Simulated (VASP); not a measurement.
# Mg (P6_3/mmc) in VASP: a series of runs

Mg is run at these levels: PBE; tasks: single point.

All numbers are computed with VASP 6.6.1; they aren't measurements. Logs are shortened: lines on timing, memory, paths and dates and some standing lists are left out, and cuts for length are marked.

## Step 1: The cell of the first run

It takes space group P6_3/mmc (No. 194, hexagonal). The conventional cell has a = 3.067 Å, b = 3.067 Å, c = 4.981 Å, α = 90.00°, β = 90.00°, γ = 120.00°. Mg (site symmetry -6m2) has 12 Mg at 3.06 to 3.07 Å within 4.0 Å.

## Step 2: Single point, PBE

Input file INCAR:

```
SYSTEM = Mg
PREC = Accurate
ENCUT = 520
EDIFF = 1E-6
ISMEAR = -1
SIGMA = 0.08
LREAL = .False.
LASPH = .True.
NELM = 60
ALGO = Normal
ISIF = 2
LWAVE = .False.
LCHARG = .False.
GGA = PE
NBANDS = 9
```

Input file KPOINTS:

```
regular mesh
0
Gamma
  14 14 8
  0 0 0
```

Input file POSCAR:

```
Mg
1.0
    3.0667929570      0.0000000000      0.0000000000
   -1.5333964785      2.6559206089      0.0000000000
    0.0000000000      0.0000000000      4.9805493601
Mg
2
Direct
    0.3333333333      0.6666666667      0.2500000000
    0.6666666667      0.3333333333      0.7500000000
```

Potentials or basis: VASP PAW PBE potentials, release 64 (Mg).

Launch:

```
$ cat potpaw_PBE.64/Mg/POTCAR > POTCAR
$ mpirun -np 1 vasp_std > vasp.out
```

OUTCAR:

```text
SYSTEM = Mg
   PREC = Accurate
   ENCUT = 520
   EDIFF = 1E-6
   ISMEAR = -1
   LREAL = .False.
   LASPH = .True.
   NELM = 60
   ISIF = 2
   GGA = PE

 ion  position               nearest neighbor table
   1  0.333  0.667  0.250-   2 3.06   2 3.06   2 3.06   2 3.06   2 3.06   2 3.06
   2  0.667  0.333  0.750-   1 3.06   1 3.06   1 3.06   1 3.06   1 3.06   1 3.06

  LATTYP: Found a hexagonal cell.
 ALAT       =     3.0667929570
 C/A-ratio  =     1.6240253026

  Lattice vectors:

 A1 = (   3.0667929570,   0.0000000000,   0.0000000000)
 A2 = (  -1.5333964785,   2.6559206089,   0.0000000000)
 A3 = (   0.0000000000,   0.0000000000,   4.9805493601)

Analysis of symmetry for initial positions (statically):
=====================================================================
 Subroutine PRICEL returns:
 Original cell was already a primitive cell.

 Routine SETGRP: Setting up the symmetry group for a
 hexagonal supercell.

 Subroutine GETGRP returns: Found 24 space group operations
 (whereof 12 operations were pure point group operations)
 out of a pool of 24 trial point group operations.

The static configuration has the point symmetry D_3d.
 The point group associated with its full space group is D_6h.

Analysis of symmetry for dynamics (positions and initial velocities):
=====================================================================
 Subroutine PRICEL returns:
 Original cell was already a primitive cell.

 Routine SETGRP: Setting up the symmetry group for a
 hexagonal supercell.

 Subroutine GETGRP returns: Found 24 space group operations
 (whereof 12 operations were pure point group operations)
 out of a pool of 24 trial point group operations.

The dynamic configuration has the point symmetry D_3d.
 The point group associated with its full space group is D_6h.

 Subroutine INISYM returns: Found 24 space group operations
 (whereof 12 operations are pure point group operations),
 and found     1 'primitive' translations

----------------------------------------------------------------------------------------

                                     Primitive cell

  volume of cell :      40.5674

  direct lattice vectors                    reciprocal lattice vectors
     3.066792957  0.000000000  0.000000000     0.326073528  0.188258639  0.000000000
    -1.533396479  2.655920609  0.000000000     0.000000000  0.376517279  0.000000000
     0.000000000  0.000000000  4.980549360     0.000000000  0.000000000  0.200781064

  length of vectors
     3.066792957  3.066792957  4.980549360     0.376517279  0.376517279  0.200781064

  position of ions in fractional coordinates (direct lattice)
     0.333333333  0.666666667  0.250000000
     0.666666667  0.333333333  0.750000000

  ion indices of the primitive-cell ions
   primitive index   ion index
                 1           1
                 2           2

----------------------------------------------------------------------------------------

 KPOINTS: regular mesh

Automatic generation of k-mesh.
 Grid dimensions read from file:
 generate k-points for:   14   14    8

 Generating k-lattice:

  Cartesian coordinates                     Fractional coordinates (reciprocal lattice)
     0.023290966  0.013447046  0.000000000     0.071428571  0.000000000  0.000000000
     0.000000000  0.026894091  0.000000000     0.000000000  0.071428571  0.000000000
     0.000000000  0.000000000  0.025097633     0.000000000  0.000000000  0.125000000

  Length of vectors
     0.026894091  0.026894091  0.025097633

  Shift w.r.t. Gamma in fractional coordinates (k-lattice)
     0.000000000  0.000000000  0.000000000

 Subroutine IBZKPT returns following result:
 ===========================================

 Found    120 irreducible k-points:

 Following reciprocal coordinates:
            Coordinates               Weight
  0.000000  0.000000  0.000000      1.000000
  0.071429  0.000000  0.000000      6.000000
  0.142857  0.000000  0.000000      6.000000
  0.214286 -0.000000  0.000000      6.000000
  0.285714  0.000000  0.000000      6.000000
  0.357143  0.000000  0.000000      6.000000
[... 16 lines left out ...]
  0.285714  0.285714  0.000000      6.000000
  0.357143  0.285714  0.000000      6.000000
 [... further k-points ...]
   k-points           NKPTS =    120   k-points in BZ     NKDIM =    120   number of bands    NBANDS=      9
   number of dos      NEDOS =    301   number of ions     NIONS =      2
   total plane-waves  NPLWV =  23040
   dimension x,y,z NGX =    24 NGY =   24 NGZ =   40
   dimension x,y,z NGXF=    48 NGYF=   48 NGZF=   80
   ions per type =               2
   NGX,Y,Z   is equivalent  to a cutoff of  13.01, 13.01, 13.35 a.u.
   NGXF,Y,Z  is equivalent  to a cutoff of  26.02, 26.02, 26.70 a.u.
 SYSTEM =  Mg
   PREC   = accura    normal or accurate (medium, high low for compatibility)
   ISTART =      0    job   : 0-new  1-cont  2-samecut
   ICHARG =      2    charge: 1-file 2-atom 10-const
   ISPIN  =      1    spin polarized calculation?
   LNONCOLLINEAR =      F non collinear calculations
   LSORBIT =      F    spin-orbit coupling
   LASPH  =      T    aspherical Exc in radial PAW
   ENCUT  =  520.0 eV  38.22 Ry    6.18 a.u.   5.70  5.70  9.26*2*pi/ulx,y,z
   NELM   =     60;   NELMIN=  2; NELMDL= -5     # of ELM steps
   EDIFF  = 0.1E-05   stopping-criterion for ELM
   LREAL  =      F    real-space projection
   EDIFFG = 0.1E-04   stopping-criterion for IOM
   NSW    =      0    number of steps for IOM
   IBRION =     -1    ionic relax: 0-MD 1-quasi-New 2-CG
   NFREE  =      0    steps in history (QN), initial steepest desc. (CG)
   ISIF   =      2    stress and relaxation
   ISYM   =      2    0-nonsym 1-usesym 2-fastsym
   POTIM  = 0.5000    time-step for ionic-motion
   TEBEG  =    0.0;   TEEND  =   0.0 temperature during run
   PSTRESS=    0.0 pullay stress
   NELECT =       4.0000    total number of electrons
   NUPDOWN=      -1.0000    fix difference up-down
   EMIN   =  10.00;   EMAX   =-10.00  energy-range for DOS
   EFERMI =   0.00;   METHOD = LEGACY
   ISMEAR =    -1;   SIGMA  =   0.08  broadening in eV -4-tet -1-fermi 0-gaus
   EFERMI_NEDOS =   21; number of points for ismear=-14 and -15
   IALGO  =     38    algorithm
   IMIX   =      4    mixing-type and parameters
     AMIX     =   0.40;   BMIX     =  1.00
     AMIX_MAG =   1.60;   BMIX_MAG =  1.00
  volume/ion in A,a.u.               =      20.28       136.88
  Fermi-wavevector in a.u.,A,eV,Ry     =   0.756315  1.429228  7.782696  0.572012
  Thomas-Fermi vector in A             =   1.854408
   LORBIT       =      0    0 simple, 1 ext, 2 COOP (PROOUT), +10 PAW based schemes
   GGA     = PE    functional components
   LHFCALC =     F    Hartree Fock is set to
   AEXX    =    0.0000 exact exchange contribution
   IVDW    =     0    specifies the selected vdW correction
   LEPSILON=     F    determine dielectric tensor
   LRPA    =     F    only Hartree local field effects (RPA)
 non-spin polarized calculation
  energy-cutoff  :      520.00
  volume of cell :       40.57
 maximum number of plane-waves:      1108
 NGX is ok and might be reduce to    24

 number of electron       4.0000000 magnetization

 Free energy of the ion-electron system (eV)
  ---------------------------------------------------
  ext. energy  EPLUGINS =         0.00000000
  ---------------------------------------------------
  free energy    TOTEN  =        -2.94314539 eV

  energy without entropy =       -2.92998644  energy(sigma->0) =       -2.93656591

 E-fermi :   3.3478     XC(G=0):  -8.8825

 val. band max:        3.3476875609   @ k =   0.4286  -0.0000   0.2500
 cond. band min:       3.3735220192   @ k =   0.2143   0.0714   0.0000
 fundamental gap:      0.0258344583
 Fermi energy:         3.3478478299

 k-point     1 :       0.0000    0.0000    0.0000
  band No.  band energies     occupation
      1      -4.1688      2.00000
      2       1.4212      2.00000
      3       2.0756      2.00000
      4      14.9911      0.00000
      5      14.9911      0.00000
      6      15.3691      0.00000
      7      15.3691      0.00000
      8      15.8802      0.00000
      9      17.9223      0.00000

 k-point     2 :       0.0714    0.0000    0.0000
  band No.  band energies     occupation
      1      -4.0596      2.00000
      2       1.5194      2.00000
      3       2.1804      2.00000
      4      13.0380      0.00000
      5      14.0298      0.00000
      6      14.8263      0.00000
      7      16.4525      0.00000
      8      16.7693      0.00000
      9      17.9571      0.00000

 k-point     3 :       0.1429    0.0000    0.0000
  band No.  band energies     occupation
      1      -3.7329      2.00000
      2       1.8143      2.00000
      3       2.4911      1.99996
      4      10.7067      0.00000
      5      13.0672      0.00000
      6      13.6593      0.00000
      7      15.6763      0.00000
      8      16.6377      0.00000
      9      17.5444      0.00000

 k-point     4 :       0.2143   -0.0000    0.0000
  band No.  band energies     occupation
      1      -3.1911      2.00000
      2       2.3065      2.00000
      3       2.9925      1.97674
      4       8.4970      0.00000
      5      12.2751      0.00000
      6      12.4306      0.00000
      7      13.4384      0.00000
      8      15.3959      0.00000
      9      16.8809      0.00000
[... 205 lines left out ...]
 k-point    22 :       0.3571    0.2143    0.0000
  band No.  band energies     occupation
      1       1.0110      2.00000
      2       2.4214      1.99998
      3       5.0412      0.00000
      4       6.2594      0.00000
      5       7.3767      0.00000
      6       7.6728      0.00000
      7       9.5631      0.00000
      8      10.5012      0.00000
      9      12.1511      0.00000

 k-point    23 :       0.2857    0.2857    0.0000
  band No.  band energies     occupation
      1       0.9104      2.00000
      2       3.6716      0.03436
      3       3.6847      0.02923
      4       6.1629      0.00000
      5       7.3673      0.00000
      6       8.7692      0.00000
      7       9.2031      0.00000
      8      10.2042      0.00000
      9      11.1802      0.00000

 k-point    24 :       0.3571    0.2857    0.0000
  band No.  band energies     occupation
      1       2.1558      2.00000
      2       2.2910      2.00000
      3       3.5972      0.08485
      4       7.3206      0.00000
      5       7.5838      0.00000
      6       7.8763      0.00000
      7       8.9284      0.00000
      8       9.7630      0.00000
      9      10.7887      0.00000

 [... further k-points ...]
[... 5 lines left out ...]
  --------------------------------------------------------------------------------------
  -------------------------------------------------------------------------------------
  Total        1.4140322      1.4140322      1.4212358     -0.0000000     -0.0000000     -0.0000000
  in kB       55.8461296     55.8461296     56.1306310     -0.0000000     -0.0000000     -0.0000000
  external PRESSURE =      55.9409634 kB  Pullay stress =       0.0000000 kB

 VOLUME and BASIS-vectors are now :
 -----------------------------------------------------------------------------
  energy-cutoff  :      520.00
  volume of cell :       40.57
      direct lattice vectors                 reciprocal lattice vectors
     3.066792957  0.000000000  0.000000000     0.326073528  0.188258639  0.000000000
    -1.533396479  2.655920609  0.000000000     0.000000000  0.376517279  0.000000000
     0.000000000  0.000000000  4.980549360     0.000000000  0.000000000  0.200781064

 POSITION                                       TOTAL-FORCE (eV/Angst)
 -----------------------------------------------------------------------------------
     -0.00000      1.77061      1.24514        -0.000000     -0.000000      0.000000
      1.53340      0.88531      3.73541         0.000000      0.000000      0.000000
 -----------------------------------------------------------------------------------
    total drift:                                0.000000     -0.000000      0.000000

  FREE ENERGIE OF THE ION-ELECTRON SYSTEM (eV)
  ---------------------------------------------------
  free  energy   TOTEN  =        -2.9431453874 eV

  energy  without entropy=       -2.9299864407  energy(sigma->0) =       -2.93656591
```

Run time: 12 s. Hardware: 1 thread of Intel Xeon 6975P-C, shared host; peak memory 0.18 GiB.

What came out:

```
Free energy            : -2.9431 eV
Pressure               : 5.6 GPa
Band gap on the k mesh : zero (band 2 reaches 4.10 eV, above the bottom of band 3 at 2.08 eV)
```

## Step 3: Single point, PBE

Input file INCAR:

```
SYSTEM = Mg
PREC = Accurate ; ENCUT = 520
EDIFF = 1E-7 ; ISMEAR = -1
SIGMA = 0.08 ; LREAL = .FALSE.
LASPH = .TRUE. ; NELM = 80
ALGO = Normal ; ISIF = 2
LWAVE = .FALSE. ; LCHARG = .FALSE.
GGA = PE ; NBANDS = 9
```

Input file KPOINTS:

```
Automatic mesh
0
G
  14 14 8
  0 0 0
```

Input file POSCAR:

```
Mg
1.0
    3.0658538533     -0.0000000001      0.0000000000
   -1.5329269266      2.6551073213      0.0000000000
    0.0000000000      0.0000000000      4.9806631637
Mg
2
Direct
    0.3333333333      0.6666666667      0.2500000000
    0.6666666667      0.3333333333      0.7500000000
```

Potentials or basis: VASP PAW PBE potentials, release 64 (Mg).

Launch:

```
$ cat potpaw_PBE.64/Mg/POTCAR > POTCAR
$ mpirun -np 1 vasp_std > vasp.out
```

Run time: 16 s. Hardware: 1 thread of Intel Xeon 6975P-C, shared host; peak memory 0.18 GiB.

Results (log left out):

```
Free energy            : -2.9423 eV
Pressure               : 5.6 GPa
Band gap on the k mesh : zero (band 2 reaches 4.11 eV, above the bottom of band 3 at 2.08 eV)
```

Levels at points of the mesh, in eV from the Fermi level:
```
           k point  band 1  band 2  band 3  band 4  band 5  band 6  band 7
(0.00, 0.00, 0.00)   -7.52   -1.93   -1.27   11.65   11.65   12.03   12.03
(0.50, 0.00, 0.00)   -2.40   -2.27    2.82    3.03    3.62    3.97    7.53
(0.00, 0.00, 0.50)   -6.01   -6.01    5.37    5.37   12.41   12.41   12.41
(0.50, 0.00, 0.50)   -1.27   -1.27   -0.44   -0.44    8.42    8.42    8.76
```

## Step 4: Single point, PBE

This run uses another cell than the first one: it holds 4 atoms, not 2.

Input file INCAR:

```
SYSTEM = Mg
PREC = Accurate
ENCUT = 520
EDIFF = 1E-7
ISMEAR = -1
SIGMA = 0.08
LREAL = .FALSE.
LASPH = .TRUE.
NELM = 100
ALGO = Normal
ISIF = 2
LWAVE = .FALSE.
LCHARG = .FALSE.
GGA = PE
NBANDS = 12
```

Input file KPOINTS:

```
Automatic mesh
0
G
  12 12 4
  0 0 0
```

Input file POSCAR:

```
Mg
1.0
    3.0783403786      0.0000000000      0.0000000000
   -1.5391701893      2.6659209693      0.0000000000
    0.0000000000      0.0000000000      9.9045532424
Mg
4
Direct
    0.0000000000      0.0000000000      0.0000000000
    0.0000000000      0.0000000000      0.5000000000
    0.3333333333      0.6666666667      0.2500000000
    0.6666666667      0.3333333333      0.7500000000
```

Launch:

```
$ cat potpaw_PBE.64/Mg/POTCAR > POTCAR
$ mpirun -np 1 vasp_std > vasp.out
```

Wall time 35 s (1 thread of Intel Xeon 6975P-C, shared host); peak memory 0.22 GiB.

It converged, with:

- Free energy: -5.8497 eV
- Pressure: 5.6 GPa
- Band gap on the k mesh: zero (band 4 reaches 4.36 eV, above the bottom of band 5 at 2.16 eV)

Levels at points of the mesh, in eV from the Fermi level:
```
           k point  band 1  band 2  band 3  band 4  band 5  band 6  band 7  band 8  band 9
(0.00, 0.00, 0.00)   -7.42   -5.89   -5.89   -1.78   -1.09    5.60    5.61   11.66   11.66
(0.50, 0.00, 0.00)   -2.31   -2.25   -1.17   -1.10   -0.47   -0.40    2.98    3.09    3.88
(0.00, 0.00, 0.50)   -7.03   -7.03   -4.02   -4.02    1.80    1.80    9.89    9.89   11.84
(0.50, 0.00, 0.50)   -2.02   -2.02   -1.82   -1.82    0.80    0.80    1.28    1.28    6.17
```

## Step 5: Single point, PBE

This run uses another cell than the first one: it holds 4 atoms, not 2.

Input file INCAR:

```
PREC     = Accurate       # precision mode
ENCUT    = 520            # plane-wave cutoff, eV
EDIFF    = 1E-6           # SCF threshold, eV
ISMEAR   = -1             # smearing method
SIGMA    = 0.08           # smearing width, eV
LREAL    = False          # projectors in reciprocal space
LASPH    = True           # aspherical terms in the spheres
NELM     = 80             # most SCF steps
ALGO     = Normal         # electronic algorithm
ISIF     = 2              # what is computed and relaxed
LWAVE    = False          # write WAVECAR
LCHARG   = False          # write CHGCAR
GGA      = PE             # functional
NBANDS   = 12             # bands
```

Input file KPOINTS:

```
Automatic mesh
0
Gamma
  12 12 4
```

POSCAR is that of step 4.

Launch:

```
$ cat potpaw_PBE.64/Mg/POTCAR > POTCAR
$ mpirun -np 1 vasp_std > vasp.out
```

It took 37 s on 1 thread of Intel Xeon 6975P-C, shared host; peak memory 0.22 GiB.

Results (log left out):

```
Free energy            : -5.8497 eV
Pressure               : 5.6 GPa
Band gap on the k mesh : zero (band 4 reaches 4.36 eV, above the bottom of band 5 at 2.16 eV)
```

Levels at points of the mesh, in eV from the Fermi level:
```
           k point  band 1  band 2  band 3  band 4  band 5  band 6  band 7  band 8
(0.00, 0.00, 0.00)   -7.42   -5.89   -5.89   -1.78   -1.09    5.60    5.61   11.66
(0.50, 0.00, 0.00)   -2.31   -2.25   -1.17   -1.10   -0.47   -0.40    2.98    3.09
(0.00, 0.00, 0.50)   -7.03   -7.03   -4.02   -4.02    1.80    1.80    9.89    9.89
(0.50, 0.00, 0.50)   -2.02   -2.02   -1.82   -1.82    0.80    0.80    1.28    1.28
```

## Step 6: The runs side by side

| cell | k mesh | gap on the mesh (eV) | pressure (GPa) |
| --- | --- | --- | --- |
| a = 3.067, b = 3.067, c = 4.981 Å, angles 90.0, 90.0, 120.0°, 2 atoms | 14 × 14 × 8 | none | 5.6 |
| a = 3.066, b = 3.066, c = 4.981 Å, angles 90.0, 90.0, 120.0°, 2 atoms | 14 × 14 × 8 | none | 5.6 |
| a = 3.078, b = 3.078, c = 9.905 Å, angles 90.0, 90.0, 120.0°, 4 atoms | 12 × 12 × 4 | none | 5.6 |

Alike in all rows: task single point; level PBE; potentials or basis VASP PAW PBE potentials, release 64 (Mg); no spin polarisation; cutoff (eV) 520; smearing fermi-dirac 0.08 eV.

Total energies depend on the potentials used, so only differences within one code and one set of settings carry meaning.
